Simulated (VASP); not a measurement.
# Re (Fm-3m) in VASP: a series of runs, part 2 of 2

VASP 6.6.1. Earlier steps stand in the parts before.

**5. Single point, r2SCAN**

Contents of POSCAR:

```
Re
1.0
    0.0000000000      1.9466589458      1.9466589458
    1.9466589458      0.0000000000      1.9466589458
    1.9466589458      1.9466589458      0.0000000000
Re
1
Direct
    0.0000000000      0.0000000000      0.0000000000
```

Contents of INCAR.step1:

```
PREC = Accurate
ENCUT = 520
ISMEAR = 0
SIGMA = 0.005
LREAL = False
LASPH = True
NELM = 60
NBANDS = 10
GGA = PE
ALGO = Normal
EDIFF = 1E-4
LWAVE = True
LCHARG = False
```

Contents of INCAR.step2:

```
PREC = Accurate
ENCUT = 520
EDIFF = 1E-6
ISMEAR = 0
SIGMA = 0.005
LREAL = False
LASPH = True
NELM = 60
ALGO = Normal
ISIF = 2
LWAVE = False
LCHARG = True
METAGGA = R2SCAN
LMIXTAU = True
LELF = True
LVHAR = True
NBANDS = 10
ISTART = 1
```

Contents of KPOINTS:

```
Automatic mesh
0
Gamma
  14 14 14
```

Potentials or basis: VASP PAW PBE potentials, release 64 (Re).

Run with:

```sh
$ cat potpaw_PBE.64/Re/POTCAR > POTCAR
$ cp INCAR.step1 INCAR
$ mpirun -np 1 vasp_std > vasp.out
$ cp INCAR.step2 INCAR
$ mpirun -np 1 vasp_std > vasp.out
```

OUTCAR:

```text
PREC = Accurate
   ENCUT = 520
   EDIFF = 1E-6
   ISMEAR = 0
   LREAL = False
   LASPH = True
   NELM = 60
   ISIF = 2
   METAGGA = R2SCAN
   ISTART = 1

 ion  position               nearest neighbor table
   1  0.000  0.000  0.000-

  LATTYP: Found a face centered cubic cell.
 ALAT       =     3.8933178916

  Lattice vectors:

 A1 = (   0.0000000000,   1.9466589458,   1.9466589458)
 A2 = (   1.9466589458,   0.0000000000,   1.9466589458)
 A3 = (   1.9466589458,   1.9466589458,   0.0000000000)

Analysis of symmetry for initial positions (statically):
=====================================================================
 Subroutine PRICEL returns:
 Original cell was already a primitive cell.

 Routine SETGRP: Setting up the symmetry group for a
 face centered cubic supercell.

 Subroutine GETGRP returns: Found 48 space group operations
 (whereof 48 operations were pure point group operations)
 out of a pool of 48 trial point group operations.

The static configuration has the point symmetry O_h .

Analysis of symmetry for dynamics (positions and initial velocities):
=====================================================================
 Subroutine PRICEL returns:
 Original cell was already a primitive cell.

 Routine SETGRP: Setting up the symmetry group for a
 face centered cubic supercell.

 Subroutine GETGRP returns: Found 48 space group operations
 (whereof 48 operations were pure point group operations)
 out of a pool of 48 trial point group operations.

The dynamic configuration has the point symmetry O_h .

 Subroutine INISYM returns: Found 48 space group operations
 (whereof 48 operations are pure point group operations),
 and found     1 'primitive' translations

----------------------------------------------------------------------------------------

                                     Primitive cell

  volume of cell :      14.7537

  direct lattice vectors                    reciprocal lattice vectors
     0.000000000  1.946658946  1.946658946    -0.256850334  0.256850334  0.256850334
     1.946658946  0.000000000  1.946658946     0.256850334 -0.256850334  0.256850334
     1.946658946  1.946658946  0.000000000     0.256850334  0.256850334 -0.256850334

  length of vectors
     2.752991482  2.752991482  2.752991482     0.444877828  0.444877828  0.444877828

  position of ions in fractional coordinates (direct lattice)
     0.000000000  0.000000000  0.000000000

  ion indices of the primitive-cell ions
   primitive index   ion index
                 1           1

----------------------------------------------------------------------------------------

 KPOINTS: Automatic mesh

Automatic generation of k-mesh.
 Grid dimensions read from file:
 generate k-points for:   14   14   14

 Generating k-lattice:

  Cartesian coordinates                     Fractional coordinates (reciprocal lattice)
    -0.018346452  0.018346452  0.018346452     0.071428571  0.000000000  0.000000000
     0.018346452 -0.018346452  0.018346452     0.000000000  0.071428571  0.000000000
     0.018346452  0.018346452 -0.018346452     0.000000000  0.000000000  0.071428571

  Length of vectors
     0.031776988  0.031776988  0.031776988

  Shift w.r.t. Gamma in fractional coordinates (k-lattice)
     0.000000000  0.000000000  0.000000000

 Subroutine IBZKPT returns following result:
 ===========================================

 Found    104 irreducible k-points:

 Following reciprocal coordinates:
            Coordinates               Weight
  0.000000  0.000000  0.000000      1.000000
  0.071429  0.000000  0.000000      8.000000
  0.142857  0.000000  0.000000      8.000000
  0.214286  0.000000  0.000000      8.000000
  0.285714  0.000000  0.000000      8.000000
  0.357143  0.000000  0.000000      8.000000
[... 16 lines left out ...]
  0.214286  0.142857  0.000000     24.000000
  0.285714  0.142857  0.000000     24.000000
 [... further k-points ...]
   k-points           NKPTS =    104   k-points in BZ     NKDIM =    104   number of bands    NBANDS=     10
   number of dos      NEDOS =    301   number of ions     NIONS =      1
   total plane-waves  NPLWV =   8000
   dimension x,y,z NGX =    20 NGY =   20 NGZ =   20
   dimension x,y,z NGXF=    40 NGYF=   40 NGZF=   40
   ions per type =               1
   NGX,Y,Z   is equivalent  to a cutoff of  12.08, 12.08, 12.08 a.u.
   NGXF,Y,Z  is equivalent  to a cutoff of  24.15, 24.15, 24.15 a.u.
 SYSTEM =  unknown system
   PREC   = accura    normal or accurate (medium, high low for compatibility)
   ISTART =      1    job   : 0-new  1-cont  2-samecut
   ICHARG =      0    charge: 1-file 2-atom 10-const
   ISPIN  =      1    spin polarized calculation?
   LNONCOLLINEAR =      F non collinear calculations
   LSORBIT =      F    spin-orbit coupling
   LASPH  =      T    aspherical Exc in radial PAW
   ENCUT  =  520.0 eV  38.22 Ry    6.18 a.u.   5.12  5.12  5.12*2*pi/ulx,y,z
   NELM   =     60;   NELMIN=  2; NELMDL=  0     # of ELM steps
   EDIFF  = 0.1E-05   stopping-criterion for ELM
   LREAL  =      F    real-space projection
   EDIFFG = 0.1E-04   stopping-criterion for IOM
   NSW    =      0    number of steps for IOM
   IBRION =     -1    ionic relax: 0-MD 1-quasi-New 2-CG
   NFREE  =      0    steps in history (QN), initial steepest desc. (CG)
   ISIF   =      2    stress and relaxation
   ISYM   =      2    0-nonsym 1-usesym 2-fastsym
   POTIM  = 0.5000    time-step for ionic-motion
   TEBEG  =    0.0;   TEEND  =   0.0 temperature during run
   PSTRESS=    0.0 pullay stress
   NELECT =       7.0000    total number of electrons
   NUPDOWN=      -1.0000    fix difference up-down
   EMIN   =  10.00;   EMAX   =-10.00  energy-range for DOS
   EFERMI =   0.00;   METHOD = LEGACY
   ISMEAR =     0;   SIGMA  =   0.01  broadening in eV -4-tet -1-fermi 0-gaus
   EFERMI_NEDOS =   21; number of points for ismear=-14 and -15
   IALGO  =     38    algorithm
   IMIX   =      4    mixing-type and parameters
     AMIX     =   0.40;   BMIX     =  1.00
     AMIX_MAG =   1.60;   BMIX_MAG =  1.00
  volume/ion in A,a.u.               =      14.75        99.56
  Fermi-wavevector in a.u.,A,eV,Ry     =   1.276853  2.412903 22.182315  1.630354
  Thomas-Fermi vector in A             =   2.409486
   LORBIT       =      0    0 simple, 1 ext, 2 COOP (PROOUT), +10 PAW based schemes
   METAGGA = R2SCAN    functional components
   LHFCALC =     F    Hartree Fock is set to
   AEXX    =    0.0000 exact exchange contribution
   IVDW    =     0    specifies the selected vdW correction
   LEPSILON=     F    determine dielectric tensor
   LRPA    =     F    only Hartree local field effects (RPA)
 non-spin polarized calculation
 Gauss-broadening in eV      SIGMA  =   0.01
  energy-cutoff  :      520.00
  volume of cell :       14.75
 maximum number of plane-waves:       411
   NGX = 11   NGY = 11   NGZ = 11

 number of electron       7.0000001 magnetization

 Free energy of the ion-electron system (eV)
  ---------------------------------------------------
  ext. energy  EPLUGINS =         0.00000000
  ---------------------------------------------------
  free energy    TOTEN  =       -52.38418546 eV

  energy without entropy =      -52.38411852  energy(sigma->0) =      -52.38415199

 E-fermi :   7.9254     XC(G=0): -14.9762

 val. band max:        7.9218515992   @ k =  -0.3571   0.2857   0.0714
 cond. band min:       7.9301757206   @ k =  -0.1429   0.2143   0.0714
 fundamental gap:      0.0083241214
 Fermi energy:         7.9254222394

 k-point     1 :       0.0000    0.0000    0.0000
  band No.  band energies     occupation
      1      -2.6776      2.00000
      2       5.9301      2.00000
      3       5.9301      2.00000
      4       5.9301      2.00000
      5       9.3283      0.00000
      6       9.3283      0.00000
      7      22.4591      0.00000
      8      28.5466      0.00000
      9      28.5466      0.00000
     10      28.5466      0.00000

 k-point     2 :       0.0714    0.0000    0.0000
  band No.  band energies     occupation
      1      -2.4305      2.00000
      2       5.7604      2.00000
      3       6.0447      2.00000
      4       6.0447      2.00000
      5       9.2370      0.00000
      6       9.2370      0.00000
      7      22.9380      0.00000
      8      27.3229      0.00000
      9      28.9943      0.00000
     10      28.9943      0.00000
[... 274 lines left out ...]
 k-point    24 :       0.2857    0.1429    0.0000
  band No.  band energies     occupation
      1       0.3102      2.00000
      2       4.1480      2.00000
      3       6.2733      2.00000
      4       7.2410      2.00000
      5       8.7874      0.00000
      6      10.4520      0.00000
      7      24.0891      0.00000
      8      27.3155      0.00000
      9      29.8611      0.00000
     10      30.3420      0.00000

 [... further k-points ...]
[... 5 lines left out ...]
  --------------------------------------------------------------------------------------
  -------------------------------------------------------------------------------------
  Total        0.0005783      0.0005783      0.0005783      0.0000000     -0.0000000      0.0000000
  in kB        0.0627995      0.0627995      0.0627995      0.0000000     -0.0000000      0.0000000
  external PRESSURE =       0.0627995 kB  Pullay stress =       0.0000000 kB

 VOLUME and BASIS-vectors are now :
 -----------------------------------------------------------------------------
  energy-cutoff  :      520.00
  volume of cell :       14.75
      direct lattice vectors                 reciprocal lattice vectors
     0.000000000  1.946658946  1.946658946    -0.256850334  0.256850334  0.256850334
     1.946658946  0.000000000  1.946658946     0.256850334 -0.256850334  0.256850334
     1.946658946  1.946658946  0.000000000     0.256850334  0.256850334 -0.256850334

 POSITION                                       TOTAL-FORCE (eV/Angst)
 -----------------------------------------------------------------------------------
      0.00000      0.00000      0.00000         0.000000     -0.000000     -0.000000
 -----------------------------------------------------------------------------------
    total drift:                                0.000000      0.000000     -0.000000

  FREE ENERGIE OF THE ION-ELECTRON SYSTEM (eV)
  ---------------------------------------------------
  free  energy   TOTEN  =       -52.3841854637 eV

  energy  without entropy=      -52.3841185171  energy(sigma->0) =      -52.38415199
```

OUTCAR.step1:

```text
PREC = Accurate
   ENCUT = 520
   ISMEAR = 0
   LREAL = False
   LASPH = True
   NELM = 60
[... 526 lines left out ...]

 POSITION                                       TOTAL-FORCE (eV/Angst)
 -----------------------------------------------------------------------------------
      0.00000      0.00000      0.00000         0.000000      0.000000     -0.000000
 -----------------------------------------------------------------------------------
    total drift:                                0.000000      0.000000      0.000000

  FREE ENERGIE OF THE ION-ELECTRON SYSTEM (eV)
  ---------------------------------------------------
  free  energy   TOTEN  =       -12.3517733474 eV

  energy  without entropy=      -12.3517484305  energy(sigma->0) =      -12.35176089
```

Run time: 65 s. Hardware: 1 thread of Intel Xeon Platinum 8259CL at 2.50GHz (Skylake/Cascade Lake), shared host; peak memory 0.14 GiB.

Results:

| Item | Value |
| --- | --- |
| Free energy | -52.3842 eV |
| Pressure | 0.0 GPa |

Levels at points of the mesh, in eV from the Fermi level:
| k point | band 1 | band 2 | band 3 | band 4 | band 5 | band 6 | band 7 | band 8 |
| --- | --- | --- | --- | --- | --- | --- | --- | --- |
| (0.00, 0.00, 0.00) | -10.60 | -2.00 | -2.00 | -2.00 | 1.40 | 1.40 | 14.53 | 20.62 |
| (0.50, 0.00, 0.00) | -7.18 | -2.15 | -2.15 | 0.12 | 3.97 | 3.97 | 10.46 | 14.03 |
| (0.50, 0.50, 0.00) | -7.08 | -6.24 | 2.84 | 3.98 | 4.69 | 4.69 | 12.90 | 12.90 |

Caveat: the PAW data sets were made with another functional, which shifts forces and pressure a little; spin-orbit coupling is left out, which moves the levels of the heavy elements.
